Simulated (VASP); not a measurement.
## AlN: single point with PBEsol

Crystal: AlN.

```
Al N
1.0
     0.00000    2.18868    2.19962
     2.18868    0.00000    2.19962
     2.18868    2.18868    0.00000
Al N
1 1
Direct
  0.00000 0.00000 0.00000
  0.25000 0.25000 0.25000
```

This cell differs from its parent crystal: z stretched by +0.5 %, x and y held.

```
Program             : VASP 6.6.1
Task                : single point
Functional          : PBEsol
Potentials or basis : VASP PAW PBE potentials, release 64 (Al, N)
Cutoff              : 520 eV
k mesh              : 8 × 8 × 8
Occupations         : gaussian, width 0.01 eV
Spin                : no spin polarisation
```

The pressure is -1.0 GPa and the band gap on the k mesh is 3.17 eV, indirect (least direct gap 4.03 eV).

Stress tensor (GPa, compression positive):
```
-0.77  0.00  0.00
 0.00 -0.77  0.00
 0.00  0.00 -1.43
```

Levels at points of the mesh, in eV from the valence-band top:
| k point | band 1 | band 2 | band 3 | band 4 | band 5 | band 6 | band 7 | band 8 | band 9 |
| --- | --- | --- | --- | --- | --- | --- | --- | --- | --- |
| (0.00, 0.00, 0.00) | -14.90 | -0.02 | 0.00 | 0.00 | 4.03 | 12.35 | 12.35 | 12.35 | 17.41 |
| (0.50, 0.00, 0.00) | -12.85 | -5.87 | -0.51 | -0.47 | 7.18 | 9.68 | 10.91 | 11.00 | 17.67 |
| (0.50, 0.50, 0.00) | -12.23 | -4.95 | -1.76 | -1.76 | 3.19 | 8.46 | 13.65 | 15.51 | 15.51 |
| (0.50, 0.00, 0.50) | -12.21 | -4.90 | -1.80 | -1.80 | 3.17 | 8.38 | 13.74 | 15.39 | 15.54 |

Run time: 4.4 s on 1 thread of Intel(R) Xeon(R) 6975P-C (Granite Rapids), on a shared host, peak memory 0.14 GiB.

Caveat: the cell differs from its parent crystal (z stretched by +0.5 %, x and y held); the PAW data sets were made with another functional, which shifts forces and pressure a little. A k mesh can miss the band edges.
